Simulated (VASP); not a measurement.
The system is Si.

```
Si
1.0
     3.80560    0.00000    0.00000
    -1.90280    3.29575    0.00000
     0.00000    0.00000    6.29012
Si
4
Direct
  0.66667 0.33333 0.93699
  0.33333 0.66667 0.43699
  0.66667 0.33333 0.56301
  0.33333 0.66667 0.06301
```

Base run:

| Quantity | Value |
| --- | --- |
| Program | VASP 6.6.1 |
| Functional | PBE |
| Potentials or basis | VASP PAW PBE potentials, release 64 (Si) |
| Cutoff | 520 eV |
| k mesh | 8 × 8 × 4 |
| Occupations | fermi-dirac, width 0.05 eV |
| Spin | no spin polarisation |

Its results: band gap on the k mesh 0.37 eV, indirect (least direct gap 1.09 eV); pressure 3.4 GPa.

Q: The run is repeated on the same cell with these changes: functional from PBE to LDA; potentials or basis from VASP PAW PBE potentials, release 64 (Si) to VASP PAW LDA potentials, release 64 (Si). What comes out?

A: Band gap on the k mesh 0.27 eV, indirect (least direct gap 0.98 eV); pressure -0.1 GPa.

A k mesh can miss the band edges.
